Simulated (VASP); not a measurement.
# H4RuCl (P4/mmm) in VASP: notebook

The runs below take H4RuCl through single point, with PBE.

Everything below comes from runs of VASP 6.6.1. Logs are shortened: lines on timing, memory, paths and dates and some standing lists are left out, and cuts for length are marked.

## (1) The cell of the first run

The structure is tetragonal, space group P4/mmm (No. 123). The conventional cell has a = 2.704 Å, b = 2.704 Å, c = 9.660 Å, α = 90.00°, β = 90.00°, γ = 90.00°. H (site symmetry 2mm) has 2 Ru at 1.78 Å and 5 H at 1.91 to 2.30 Å within 2.4 Å. Ru (site symmetry 4/mmm) has 8 H at 1.78 Å within 2.4 Å. Cl (site symmetry 4/mmm) has 4 Cl at 2.70 Å within 3.6 Å.

## (2) Single point, PBE, collinear spin, ferromagnetic start

Input file INCAR:

```
  ALGO = Normal
  EDIFF = 1E-7
  ENCUT = 520
  GGA = PE
  ISIF = 2
  ISMEAR = 0
  ISPIN = 2
  LASPH = True
  LCHARG = False
  LMAXMIX = 4
  LORBIT = 11
  LREAL = False
  LWAVE = False
  MAGMOM = 0 0 0 0 1 0
  NBANDS = 26
  NELM = 150
  PREC = Accurate
  SIGMA = 0.1
```

Input file KPOINTS:

```
k-points
0
Gamma
  4 4 4
```

Input file POSCAR:

```
H4RuCl
1.0
    2.7044878741      0.0000000000      0.0000000000
    0.0000000000      2.7044878741      0.0000000000
    0.0000000000      0.0000000000      9.6600495099
H Ru Cl
4 1 1
Direct
    0.5000000000      0.0000000000      0.6192669391
    0.0000000000      0.5000000000      0.3807330609
    0.5000000000      0.0000000000      0.3807330609
    0.0000000000      0.5000000000      0.6192669391
    0.5000000000      0.5000000000      0.5000000000
    0.0000000000      0.0000000000      0.0000000000
```

Potentials or basis: VASP PAW PBE potentials, release 64 (H, Ru_pv, Cl).

Run with:

```bash
$ cat potpaw_PBE.64/H/POTCAR potpaw_PBE.64/Ru_pv/POTCAR potpaw_PBE.64/Cl/POTCAR > POTCAR
$ mpirun -np 1 vasp_std > vasp.out
```

OUTCAR:

```text
EDIFF = 1E-7
   ENCUT = 520
   GGA = PE
   ISIF = 2
   ISMEAR = 0
   ISPIN = 2
   LASPH = True
   LORBIT = 11
   LREAL = False
   NELM = 150
   PREC = Accurate

 ion  position               nearest neighbor table
   1  0.500  0.000  0.619-   5 1.78   5 1.78
   2  0.000  0.500  0.381-   5 1.78   5 1.78
   3  0.500  0.000  0.381-   5 1.78   5 1.78
   4  0.000  0.500  0.619-   5 1.78   5 1.78
   5  0.500  0.500  0.500-   1 1.78   2 1.78   3 1.78   4 1.78   1 1.78   3 1.78   2 1.78   4 1.78

   6  0.000  0.000  0.000-

  LATTYP: Found a simple tetragonal cell.
 ALAT       =     2.7044878741
 C/A-ratio  =     3.5718590578

  Lattice vectors:

 A1 = (   2.7044878741,   0.0000000000,   0.0000000000)
 A2 = (   0.0000000000,   2.7044878741,   0.0000000000)
 A3 = (   0.0000000000,   0.0000000000,   9.6600495099)

Analysis of symmetry for initial positions (statically):
=====================================================================
 Subroutine PRICEL returns:
 Original cell was already a primitive cell.

 Routine SETGRP: Setting up the symmetry group for a
 simple tetragonal supercell.

 Subroutine GETGRP returns: Found 16 space group operations
 (whereof 16 operations were pure point group operations)
 out of a pool of 16 trial point group operations.

The static configuration has the point symmetry D_4h.

Analysis of symmetry for dynamics (positions and initial velocities):
=====================================================================
 Subroutine PRICEL returns:
 Original cell was already a primitive cell.

 Routine SETGRP: Setting up the symmetry group for a
 simple tetragonal supercell.

 Subroutine GETGRP returns: Found 16 space group operations
 (whereof 16 operations were pure point group operations)
 out of a pool of 16 trial point group operations.

The dynamic configuration has the point symmetry D_4h.

Analysis of structural, dynamic, and magnetic symmetry:
=====================================================================
 Subroutine PRICEL returns:
 Original cell was already a primitive cell.

 Routine SETGRP: Setting up the symmetry group for a
 simple tetragonal supercell.

 Subroutine GETGRP returns: Found 16 space group operations
 (whereof 16 operations were pure point group operations)
 out of a pool of 16 trial point group operations.

The overall configuration has the point symmetry D_4h.

 Subroutine INISYM returns: Found 16 space group operations
 (whereof 16 operations are pure point group operations),
 and found     1 'primitive' translations

----------------------------------------------------------------------------------------

                                     Primitive cell

  volume of cell :      70.6561

  direct lattice vectors                    reciprocal lattice vectors
     2.704487874  0.000000000  0.000000000     0.369755771  0.000000000  0.000000000
     0.000000000  2.704487874  0.000000000     0.000000000  0.369755771  0.000000000
     0.000000000  0.000000000  9.660049510     0.000000000  0.000000000  0.103519138

  length of vectors
     2.704487874  2.704487874  9.660049510     0.369755771  0.369755771  0.103519138

  position of ions in fractional coordinates (direct lattice)
     0.500000000  0.000000000  0.619266939
     0.000000000  0.500000000  0.380733061
     0.500000000  0.000000000  0.380733061
     0.000000000  0.500000000  0.619266939
     0.500000000  0.500000000  0.500000000
     0.000000000  0.000000000  0.000000000

  ion indices of the primitive-cell ions
   primitive index   ion index
                 1           1
                 2           2
                 3           3
                 4           4
                 5           5
                 6           6

----------------------------------------------------------------------------------------

 KPOINTS: k-points

Automatic generation of k-mesh.
 Grid dimensions read from file:
 generate k-points for:    4    4    4

 Generating k-lattice:

  Cartesian coordinates                     Fractional coordinates (reciprocal lattice)
     0.092438943  0.000000000  0.000000000     0.250000000  0.000000000  0.000000000
     0.000000000  0.092438943  0.000000000     0.000000000  0.250000000  0.000000000
     0.000000000  0.000000000  0.025879785     0.000000000  0.000000000  0.250000000

  Length of vectors
     0.092438943  0.092438943  0.025879785

  Shift w.r.t. Gamma in fractional coordinates (k-lattice)
     0.000000000  0.000000000  0.000000000

 Subroutine IBZKPT returns following result:
 ===========================================

 Found     18 irreducible k-points:

 Following reciprocal coordinates:
            Coordinates               Weight
  0.000000  0.000000  0.000000      1.000000
  0.250000  0.000000  0.000000      4.000000
  0.500000  0.000000  0.000000      2.000000
  0.250000  0.250000  0.000000      4.000000
  0.500000  0.250000  0.000000      4.000000
  0.500000  0.500000  0.000000      1.000000
[... 70 lines left out ...]

 val. band max:        1.0796942923   @ k =   0.2500   0.0000   0.2500
 cond. band min:       1.2483569339   @ k =   0.0000   0.0000   0.5000
 fundamental gap:      0.1686626416
 Fermi energy:         1.1636384499

 spin component 1

 k-point     1 :       0.0000    0.0000    0.0000
  band No.  band energies     occupation
      1     -41.5052      1.00000
      2     -41.3298      1.00000
      3     -41.3298      1.00000
      4     -15.1653      1.00000
      5      -7.5672      1.00000
      6      -4.4507      1.00000
[... 16 lines left out ...]
     23      15.9723      0.00000
     24      15.9723      0.00000

 k-point     2 :       0.2500    0.0000    0.0000
  band No.  band energies     occupation
      1     -41.6058      1.00000
      2     -41.4686      1.00000
      3     -41.3079      1.00000
      4     -14.4989      1.00000
      5      -6.3182      1.00000
      6      -4.6697      1.00000
[... 16 lines left out ...]
     23      15.0091      0.00000
     24      15.7795      0.00000
[... 403 lines left out ...]
     23      13.6550      0.00000
     24      14.1245      0.00000

 k-point    18 :       0.5000    0.5000    0.5000
  band No.  band energies     occupation
      1     -41.8128      1.00000
      2     -41.8127      1.00000
      3     -41.3621      1.00000
      4     -12.1580      1.00000
      5      -4.4012      1.00000
      6      -4.4012      1.00000
[... 16 lines left out ...]
     23      11.7708      0.00000
     24      11.9978      0.00000
 Fermi energy:         1.1636384499

 spin component 2

 k-point     1 :       0.0000    0.0000    0.0000
  band No.  band energies     occupation
      1     -40.8829      1.00000
      2     -40.7427      1.00000
      3     -40.7427      1.00000
      4     -15.1658      1.00000
      5      -7.5170      1.00000
      6      -4.2681      1.00000
[... 16 lines left out ...]
     23      16.1466      0.00000
     24      16.1466      0.00000

 k-point     2 :       0.2500    0.0000    0.0000
  band No.  band energies     occupation
      1     -41.0252      1.00000
      2     -40.8456      1.00000
      3     -40.7207      1.00000
      4     -14.4994      1.00000
      5      -6.2620      1.00000
      6      -4.4908      1.00000
[... 16 lines left out ...]
     23      15.0685      0.00000
     24      15.7808      0.00000
[... 403 lines left out ...]
     23      13.8177      0.00000
     24      14.1592      0.00000

 k-point    18 :       0.5000    0.5000    0.5000
  band No.  band energies     occupation
      1     -41.2370      1.00000
      2     -41.2370      1.00000
      3     -40.7369      1.00000
      4     -12.1586      1.00000
      5      -4.0143      1.00000
      6      -4.0143      1.00000
[... 16 lines left out ...]
     23      12.1105      0.00000
     24      12.6186      0.00000
 [bands above 24 left out]

------------------------ aborting loop because EDIFF is reached ----------------------------------------

  FORCE on cell =-STRESS in cart. coord.  units (eV):
  Direction    XX          YY          ZZ          XY          YZ          ZX
  --------------------------------------------------------------------------------------
  -------------------------------------------------------------------------------------
  Total       -0.0539344     -0.0539344     -0.0262279      0.0000000      0.0000000     -0.0000000
  in kB       -1.2230026     -1.2230026     -0.5947365      0.0000000      0.0000000     -0.0000000
  external PRESSURE =      -1.0135805 kB  Pullay stress =       0.0000000 kB

 VOLUME and BASIS-vectors are now :
 -----------------------------------------------------------------------------
  energy-cutoff  :      520.00
  volume of cell :       70.66
      direct lattice vectors                 reciprocal lattice vectors
     2.704487874  0.000000000  0.000000000     0.369755771  0.000000000  0.000000000
     0.000000000  2.704487874  0.000000000     0.000000000  0.369755771  0.000000000
     0.000000000  0.000000000  9.660049510     0.000000000  0.000000000  0.103519138

 POSITION                                       TOTAL-FORCE (eV/Angst)
 -----------------------------------------------------------------------------------
      1.35224      0.00000      5.98215         0.000000      0.000000      0.005724
      0.00000      1.35224      3.67790        -0.000000     -0.000000     -0.005724
      1.35224      0.00000      3.67790        -0.000000      0.000000     -0.005724
      0.00000      1.35224      5.98215         0.000000      0.000000      0.005724
      1.35224      1.35224      4.83002         0.000000     -0.000000     -0.000000
      0.00000      0.00000      0.00000         0.000000     -0.000000     -0.000000
 -----------------------------------------------------------------------------------
    total drift:                               -0.000000      0.000000      0.000000

  FREE ENERGIE OF THE ION-ELECTRON SYSTEM (eV)
  ---------------------------------------------------
  free  energy   TOTEN  =       -23.5192470415 eV

  energy  without entropy=      -23.5116514293  energy(sigma->0) =      -23.51544924

 total charge

# of ion       s       p       d       tot
------------------------------------------
    1        0.515   0.021   0.000   0.537
    2        0.515   0.021   0.000   0.537
    3        0.515   0.021   0.000   0.537
    4        0.515   0.021   0.000   0.537
    5        0.385   6.409   5.981  12.775
    6        1.647   3.250   0.000   4.897
--------------------------------------------------
tot          4.093   9.744   5.981  19.818

 magnetization (x)

# of ion       s       p       d       tot
------------------------------------------
    1       -0.011   0.002   0.000  -0.008
    2       -0.011   0.002   0.000  -0.008
    3       -0.011   0.002   0.000  -0.008
    4       -0.011   0.002   0.000  -0.008
    5        0.002   0.005   0.754   0.760
    6       -0.000  -0.000   0.000  -0.000
--------------------------------------------------
tot         -0.040   0.013   0.754   0.726
```

Wall time 74 s (1 thread of Intel Xeon Platinum 8259CL at 2.50GHz (Skylake/Cascade Lake), shared host); peak memory 0.21 GiB.

What came out:

```yaml
Free_energy: -23.5192 eV
Pressure: -0.1 GPa
Largest_force: 0.006 eV/Å
Net_moment: 0.72 μB per cell
Site_moments: H -0.01; Ru +0.76; Cl -0.00 μB
Valence_electrons_inside_the_program's_atomic_spheres: H 0.54; Ru 12.78; Cl 4.90
```

Forces in eV/Å, atoms in the order of the input:
```
H    0.000  0.000  0.006
H    0.000  0.000 -0.006
H    0.000  0.000 -0.006
H    0.000  0.000  0.006
Ru   0.000  0.000  0.000
Cl   0.000  0.000  0.000
```

Caveat: the k points lie up to 0.58 Å⁻¹ apart; this functional lacks dispersion, which binds the layers, so the pressure and a relaxed spacing across them are unreliable.

## (3) Single point, PBE, collinear spin, ferromagnetic start

This run uses another cell than the first one, of 11.19 Å³/atom, 0.950 times its volume.

Input file INCAR:

```
SYSTEM = H4RuCl
  PREC = Accurate
  ENCUT = 520
  EDIFF = 1E-7
  ISMEAR = 0
  SIGMA = 0.1
  LREAL = .False.
  LASPH = .True.
  NELM = 150
  ALGO = Normal
  ISIF = 2
  LWAVE = .False.
  LCHARG = .False.
  ISPIN = 2
  MAGMOM = 0 0 0 0 0.52 0
  LORBIT = 11
  LMAXMIX = 4
  GGA = PE
  NBANDS = 26
```

Input file KPOINTS:

```
Automatic mesh
0
Gamma
  6 6 2
  0 0 0
```

Input file POSCAR:

```
H4RuCl
1.0
    2.7420699076      0.0000000000      0.0000000000
    0.0000000000      2.7420699076      0.0000000000
    0.0000000000      0.0000000000      8.9288834057
H Ru Cl
4 1 1
Direct
    0.5000000000      0.0000000000      0.6251955582
    0.0000000000      0.5000000000      0.3748044418
    0.5000000000      0.0000000000      0.3748044418
    0.0000000000      0.5000000000      0.6251955582
    0.5000000000      0.5000000000      0.5000000000
    0.0000000000      0.0000000000      0.0000000000
```

Potentials or basis: VASP PAW PBE potentials, release 64 (H, Ru_pv, Cl).

Run with:

```bash
$ cat potpaw_PBE.64/H/POTCAR potpaw_PBE.64/Ru_pv/POTCAR potpaw_PBE.64/Cl/POTCAR > POTCAR
$ mpirun -np 1 vasp_std > vasp.out
```

Run time: 92 s. Hardware: 1 thread of Intel Xeon Platinum 8259CL at 2.50GHz (Skylake/Cascade Lake), shared host; peak memory 0.21 GiB.

The run converged. Its results:

```
Free energy                                           : -23.2466 eV
Pressure                                              : 0.0 GPa
Largest force                                         : 0.006 eV/Å
Net moment                                            : 0.00 μB per cell
Valence electrons inside the program's atomic spheres : H 0.54; Ru 12.78; Cl 4.92
```

Forces on the atoms (eV/Å):
```
H    0.000  0.000  0.006
H    0.000  0.000 -0.006
H    0.000  0.000 -0.006
H    0.000  0.000  0.006
Ru   0.000  0.000  0.000
Cl   0.000  0.000  0.000
```

Stress tensor (GPa, compression positive):
```
 0.01  0.00  0.00
 0.00  0.01  0.00
 0.00  0.00 -0.11
```

Levels at points of the mesh, in eV from the Fermi level:
Spin up:
| k point | band 10 | band 11 | band 12 | band 13 | band 14 | band 15 |
| --- | --- | --- | --- | --- | --- | --- |
| (0.00, 0.00, 0.00) | -0.22 | -0.22 | 0.99 | 0.99 | 1.13 | 4.43 |
| (0.50, 0.00, 0.00) | -1.37 | -1.07 | -0.59 | 0.09 | 1.70 | 3.74 |
| (0.50, 0.50, 0.00) | -1.16 | -1.16 | -0.30 | -0.14 | 2.14 | 7.58 |
| (0.00, 0.00, 0.50) | -0.23 | -0.23 | 0.99 | 0.99 | 1.13 | 4.43 |
| (0.50, 0.00, 0.50) | -1.33 | -1.04 | -0.59 | 0.09 | 1.70 | 3.72 |
| (0.50, 0.50, 0.50) | -1.17 | -1.17 | -0.30 | -0.14 | 2.14 | 7.52 |
Spin down:
```tsv
k point	band 10	band 11	band 12	band 13	band 14	band 15
(0.00, 0.00, 0.00)	-0.22	-0.22	0.99	0.99	1.13	4.43
(0.50, 0.00, 0.00)	-1.37	-1.07	-0.59	0.09	1.70	3.74
(0.50, 0.50, 0.00)	-1.16	-1.16	-0.30	-0.14	2.14	7.58
(0.00, 0.00, 0.50)	-0.22	-0.22	0.99	0.99	1.13	4.43
(0.50, 0.00, 0.50)	-1.33	-1.04	-0.59	0.09	1.70	3.72
(0.50, 0.50, 0.50)	-1.17	-1.17	-0.30	-0.14	2.14	7.52
```

Caveat: the k points lie up to 0.38 Å⁻¹ apart; this functional lacks dispersion, which binds the layers, so the pressure and a relaxed spacing across them are unreliable.

## (4) Single point, PBE, collinear spin, ferromagnetic start

This run uses another cell than the first one, of 13.34 Å³/atom, 1.133 times its volume.

Input file INCAR:

```
SYSTEM = H4RuCl
PREC     = Accurate       ! precision mode
ENCUT    = 520            ! plane-wave cutoff, eV
EDIFF    = 1E-6           ! SCF threshold, eV
ISMEAR   = 0              ! smearing method
SIGMA    = 0.1            ! smearing width, eV
LREAL    = .FALSE.        ! projectors in reciprocal space
LASPH    = .TRUE.         ! aspherical terms in the spheres
NELM     = 150            ! most SCF steps
ALGO     = Normal         ! electronic algorithm
ISIF     = 2              ! what is computed and relaxed
LWAVE    = .FALSE.        ! write WAVECAR
LCHARG   = .FALSE.        ! write CHGCAR
ISPIN    = 2              ! spin polarisation
MAGMOM   = 0 0 0 0 1 0    ! initial moments
LORBIT   = 11             ! projections on sites
LMAXMIX  = 4              ! l up to which the mixer works
GGA      = PE             ! functional
NBANDS   = 26             ! bands
```

Input file KPOINTS:

```
Automatic mesh
0
G
  4 4 4
  0 0 0
```

Input file POSCAR:

```
H4RuCl
1.0
    3.8366492900      0.0000000000      0.0000000000
    0.0000000000      3.8366492900      0.0000000000
    0.0000000000      0.0000000000      5.4375031100
H Ru Cl
4 1 1
Direct
    0.5000000000      0.0000000000      0.7565800000
    0.0000000000      0.5000000000      0.2434200000
    0.5000000000      0.0000000000      0.2434200000
    0.0000000000      0.5000000000      0.7565800000
    0.5000000000      0.5000000000      0.5000000000
    0.0000000000      0.0000000000      0.0000000000
```

Run with:

```bash
$ cat potpaw_PBE.64/H/POTCAR potpaw_PBE.64/Ru_pv/POTCAR potpaw_PBE.64/Cl/POTCAR > POTCAR
$ mpirun -np 1 vasp_std > vasp.out
```

Wall time 1.7 min (1 thread of Intel Xeon Platinum 8259CL at 2.50GHz (Skylake/Cascade Lake), shared host); peak memory 0.24 GiB.

It converged, with:

```yaml
Free_energy: -16.7633 eV
Pressure: -16.0 GPa
Largest_force: 1.441 eV/Å
Net_moment: 1.74 μB per cell
Site_moments: H -0.04; Ru +1.94; Cl -0.04 μB
Valence_electrons_inside_the_program's_atomic_spheres: H 0.38; Ru 12.03; Cl 4.97
```

Forces on the atoms (eV/Å):
```
H    0.000  0.000 -1.441
H    0.000  0.000  1.441
H    0.000  0.000  1.441
H    0.000  0.000 -1.441
Ru   0.000  0.000  0.000
Cl   0.000  0.000  0.000
```

Stress tensor (GPa, compression positive):
```
-17.07   0.00   0.00
  0.00 -17.07   0.00
  0.00   0.00 -13.90
```

Levels at points of the mesh, in eV from the Fermi level:
Spin up:
```tsv
k point	band 9	band 10	band 11	band 12	band 13	band 14	band 15	band 16	band 17	band 18
(0.00, 0.00, 0.00)	-2.53	-2.21	-1.39	-1.39	-1.31	1.11	1.27	1.45	4.97	8.18
(0.50, 0.00, 0.00)	-2.23	-1.55	-1.46	-1.45	-1.34	-1.16	0.34	3.13	5.37	6.66
(0.50, 0.50, 0.00)	-2.79	-2.01	-1.93	-1.10	0.46	0.46	1.97	1.98	1.98	6.17
(0.00, 0.00, 0.50)	-2.28	-2.19	-1.31	-1.22	-1.22	-0.68	0.06	2.62	7.22	7.22
(0.50, 0.00, 0.50)	-2.37	-1.98	-1.57	-1.36	-0.55	0.20	1.59	1.62	6.38	7.24
(0.50, 0.50, 0.50)	-1.94	-1.81	-1.58	-1.58	-1.51	-1.10	2.65	3.49	3.49	3.59
```
Spin down:
```tsv
k point	band 8	band 9	band 10	band 11	band 12	band 13	band 14	band 15	band 16	band 17
(0.00, 0.00, 0.00)	-2.58	-2.58	-0.43	-0.43	-0.21	0.34	0.80	0.97	1.88	5.30
(0.50, 0.00, 0.00)	-2.46	-1.47	-1.44	-0.97	-0.37	0.08	0.35	1.18	3.19	5.42
(0.50, 0.50, 0.00)	-2.74	-2.74	-0.58	0.11	0.33	0.33	0.39	2.31	2.31	2.75
(0.00, 0.00, 0.50)	-2.49	-2.45	-0.88	-0.36	-0.31	-0.31	0.18	0.35	2.92	7.43
(0.50, 0.00, 0.50)	-2.80	-2.42	-0.40	0.01	0.03	0.05	0.85	1.40	1.97	6.76
(0.50, 0.50, 0.50)	-2.20	-2.20	-0.98	-0.98	-0.19	0.38	0.39	3.44	3.51	3.51
```

Caveat: the k points lie up to 0.41 Å⁻¹ apart; forces of over 1 eV/Å act on the atoms, so gaps and moduli don't describe the material at rest.

## (5) Overview

| cell | k mesh | gap on the mesh (eV) | pressure (GPa) | moment (μB) | largest force (eV/Å) |
| --- | --- | --- | --- | --- | --- |
| a = 2.704, b = 2.704, c = 9.660 Å, 6 atoms | 4 × 4 × 4 | none | -0.1 | 0.72 | 0.01 |
| a = 2.742, b = 2.742, c = 8.929 Å, 6 atoms | 6 × 6 × 2 | none | 0.0 | 0.00 | 0.01 |
| a = 3.837, b = 3.837, c = 5.438 Å, 6 atoms | 4 × 4 × 4 | none | -16.0 | 1.74 | 1.44 |

Alike in all rows: task single point; level PBE; potentials or basis VASP PAW PBE potentials, release 64 (H, Ru_pv, Cl); spin collinear, ferromagnetic start; cutoff (eV) 520; smearing gaussian 0.1 eV.

Caveats: all runs use coarse meshes; this functional lacks dispersion, which binds the layers, so the pressure and a relaxed spacing across them are unreliable (some runs); forces of over 1 eV/Å act on the atoms, so gaps and moduli don't describe the material at rest (some runs).

Total energies depend on the potentials used, so only differences within one code and one set of settings carry meaning.
